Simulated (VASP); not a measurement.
# MnH2O2 (Pyrochroite) (P-3m1) in VASP: a series of runs, part 2 of 2

VASP 6.6.1.

### Step 5. Single point, PBEsol, collinear spin, ferromagnetic start (volume scaled by 1.06)

INCAR

```
PREC = Accurate
ENCUT = 520
EDIFF = 1E-6
ISMEAR = -1
SIGMA = 0.05
LREAL = False
LASPH = True
NELM = 150
ALGO = Normal
ISIF = 2
LWAVE = False
LCHARG = True
ISPIN = 2
MAGMOM = 4 0 0 0 0
LORBIT = 11
LMAXMIX = 4
GGA = PS
LELF = True
LVHAR = True
NBANDS = 26
```

KPOINTS

```
regular mesh
0
Gamma
  9 9 6
```

POSCAR

```
MnH2O2
1.0
    3.3137416729      0.0000000000      0.0000000000
   -1.6568708364      2.8697844703      0.0000000000
    0.0000000000      0.0000000000      4.5678654445
Mn O H
1 2 2
Direct
    0.0000000000      0.0000000000      0.0000000000
    0.6666666667      0.3333333333      0.7740000000
    0.3333333333      0.6666666667      0.2260000000
    0.6666666667      0.3333333333      0.5540000000
    0.3333333333      0.6666666667      0.4460000000
```

Potentials or basis: VASP PAW PBE potentials, release 64 (Mn_pv, O, H).

Run with:

```sh
$ cat potpaw_PBE.64/Mn_pv/POTCAR potpaw_PBE.64/O/POTCAR potpaw_PBE.64/H/POTCAR > POTCAR
$ mpirun -np 1 vasp_std > vasp.out
```

OUTCAR:

```text
PREC = Accurate
   ENCUT = 520
   EDIFF = 1E-6
   ISMEAR = -1
   LREAL = False
   LASPH = True
   NELM = 150
   ISIF = 2
   ISPIN = 2
   LORBIT = 11
   GGA = PS

 ion  position               nearest neighbor table
   1  0.000  0.000  0.000-   2 2.17   3 2.17   3 2.17   2 2.17   2 2.17   3 2.17
   2  0.667  0.333  0.774-   4 1.00   1 2.17   1 2.17   1 2.17
   3  0.333  0.667  0.226-   5 1.00   1 2.17   1 2.17   1 2.17
   4  0.667  0.333  0.554-   2 1.00
   5  0.333  0.667  0.446-   3 1.00

  LATTYP: Found a hexagonal cell.
 ALAT       =     3.3137416729
 C/A-ratio  =     1.3784615385

  Lattice vectors:

 A1 = (   3.3137416729,   0.0000000000,   0.0000000000)
 A2 = (  -1.6568708364,   2.8697844703,   0.0000000000)
 A3 = (   0.0000000000,   0.0000000000,   4.5678654445)

Analysis of symmetry for initial positions (statically):
[... 1557 lines left out ...]
  Direction    XX          YY          ZZ          XY          YZ          ZX
  --------------------------------------------------------------------------------------
  -------------------------------------------------------------------------------------
  Total        0.0849112      0.0849112     -1.6024140      0.0000000      0.0000000      0.0000000
  in kB        3.1318040      3.1318040    -59.1022604      0.0000000      0.0000000      0.0000000
  external PRESSURE =     -17.6128841 kB  Pullay stress =       0.0000000 kB

 VOLUME and BASIS-vectors are now :
 -----------------------------------------------------------------------------
  energy-cutoff  :      520.00
  volume of cell :       43.44
      direct lattice vectors                 reciprocal lattice vectors
     3.313741673  0.000000000  0.000000000     0.301773674  0.174229112  0.000000000
    -1.656870836  2.869784470  0.000000000     0.000000000  0.348458224  0.000000000
     0.000000000  0.000000000  4.567865444     0.000000000  0.000000000  0.218920634

 POSITION                                       TOTAL-FORCE (eV/Angst)
 -----------------------------------------------------------------------------------
      0.00000      0.00000      0.00000         0.000000      0.000000      0.000000
      1.65687      0.95659      3.53553         0.000000      0.000000     -1.174508
     -0.00000      1.91319      1.03234        -0.000000     -0.000000      1.174508
      1.65687      0.95659      2.53060         0.000000     -0.000000      0.916419
     -0.00000      1.91319      2.03727         0.000000      0.000000     -0.916419
 -----------------------------------------------------------------------------------
    total drift:                                0.000000     -0.000000      0.000000

  FREE ENERGIE OF THE ION-ELECTRON SYSTEM (eV)
  ---------------------------------------------------
  free  energy   TOTEN  =       -32.1411392162 eV

  energy  without entropy=      -32.1407420169  energy(sigma->0) =      -32.14094062

 total charge

# of ion       s       p       d       tot
------------------------------------------
    1        0.202   6.185   4.946  11.334
    2        1.552   3.521   0.000   5.074
    3        1.552   3.521   0.000   5.074
    4        0.578   0.106   0.000   0.684
    5        0.578   0.106   0.000   0.684
--------------------------------------------------
tot          4.461  13.440   4.946  22.848

 magnetization (x)

# of ion       s       p       d       tot
------------------------------------------
    1        0.026   0.026   4.436   4.488
    2        0.017   0.073   0.000   0.090
    3        0.017   0.073   0.000   0.090
    4        0.006   0.002   0.000   0.009
    5        0.006   0.002   0.000   0.009
--------------------------------------------------
tot          0.072   0.177   4.436   4.685
```

stdout:

```text
POSCAR found type information on POSCAR MnO H
 POSCAR found :  3 types and       5 ions
 scaLAPACK will be used
 -----------------------------------------------------------------------------
|                                                                             |
|                                                                             |
|     You enforced a specific xc type in the INCAR file but a different       |
|     I HOPE YOU KNOW WHAT YOU ARE DOING!                                     |
|                                                                             |
 -----------------------------------------------------------------------------

 LDA part: xc-table for (Slater+PW92), standard interpolation
 POSCAR, INCAR and KPOINTS ok, starting setup
 FFT: planning ... GRIDC
 FFT: planning ... GRID_SOFT
 FFT: planning ... GRID
 WAVECAR not read
 entering main loop
```

Run time: 4.6 min. Hardware: 1 thread of Intel Xeon 8259CL, shared host; peak memory 0.26 GiB.

What came out:

```
Free energy                                           : -32.1411 eV
Pressure                                              : -1.8 GPa
Largest force                                         : 1.175 eV/Å
Net moment                                            : 5.00 μB per cell
Site moments                                          : Mn +4.49; O +0.09; H +0.01 μB
Valence electrons inside the program's atomic spheres : Mn 11.33; O 5.07; H 0.68
```

Forces in eV/Å, atoms in the order of the input:
```
Mn   0.000  0.000  0.000
O    0.000  0.000 -1.175
O    0.000  0.000  1.175
H    0.000  0.000  0.916
H    0.000  0.000 -0.916
```

Caveat: the PAW data sets were made with another functional, which shifts forces and pressure a little; a cell with one magnetic atom can't hold antiferromagnetic order, which such compounds often take.

### Step 6. Overview

```tsv
cell	pressure (GPa)	moment (μB)	largest force (eV/Å)
a = 3.228, b = 3.228, c = 4.450 Å, angles 90.0, 90.0, 120.0°, 5 atoms	9.9	5.00	0.69
a = 3.250, b = 3.250, c = 4.480 Å, angles 90.0, 90.0, 120.0°, 5 atoms	6.5	5.00	0.82
a = 3.272, b = 3.272, c = 4.510 Å, angles 90.0, 90.0, 120.0°, 5 atoms	3.5	5.00	0.94
a = 3.314, b = 3.314, c = 4.568 Å, angles 90.0, 90.0, 120.0°, 5 atoms	-1.8	5.00	1.17
```

Alike in all rows: task single point; level PBEsol; potentials or basis VASP PAW PBE potentials, release 64 (Mn_pv, O, H); spin collinear, ferromagnetic start; k mesh 9 × 9 × 6; cutoff (eV) 520; smearing fermi-dirac 0.05 eV.

Caveats: the PAW data sets were made with another functional, which shifts forces and pressure a little; a cell with one magnetic atom can't hold antiferromagnetic order, which such compounds often take.

Absolute energies hang on the potentials; compare differences alone.
